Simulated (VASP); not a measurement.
Here is a VASP 6.6.1 calculation.

File INCAR:

```
SYSTEM = AlN
PREC = Accurate ; ENCUT = 520
EDIFF = 1E-7 ; ISMEAR = -1
SIGMA = 0.03 ; LREAL = .False.
LASPH = .True. ; NELM = 60
ALGO = Normal ; ISIF = 2
LWAVE = .False. ; LCHARG = .False.
GGA = PS ; NBANDS = 26
```

The input KPOINTS:

```
Automatic mesh
0
Gamma
  6 6 6
  0 0 0
```

Contents of POSCAR:

```
AlN
1.0
    4.0452684827      0.0000000000      0.0000000000
    0.0000000000      4.0452684827      0.0000000000
    0.0000000000      0.0000000000      4.0452684827
Al N
4 4
Direct
    0.7500007015      0.7499992985      0.2500007015
    0.7499992985      0.2500007015      0.7500007015
    0.2500007015      0.7500007015      0.7499992985
    0.2499992985      0.2499992985      0.2499992985
    0.2500001367      0.2499998633      0.7500001367
    0.2499998633      0.7500001367      0.2500001367
    0.7500001367      0.2500001367      0.2499998633
    0.7499998633      0.7499998633      0.7499998633
```

Potentials or basis: VASP PAW PBE potentials, release 64 (Al, N).

The run is started by

```console
$ cat potpaw_PBE.64/Al/POTCAR potpaw_PBE.64/N/POTCAR > POTCAR
$ mpirun -np 1 vasp_std > vasp.out
```

What does it give for the pressure?

-0.1 GPa.

What does it give for the band gap on the k mesh?

4.54 eV.

Caveat: the PAW data sets were made with another functional, which shifts forces and pressure a little. A k mesh can miss the band edges.
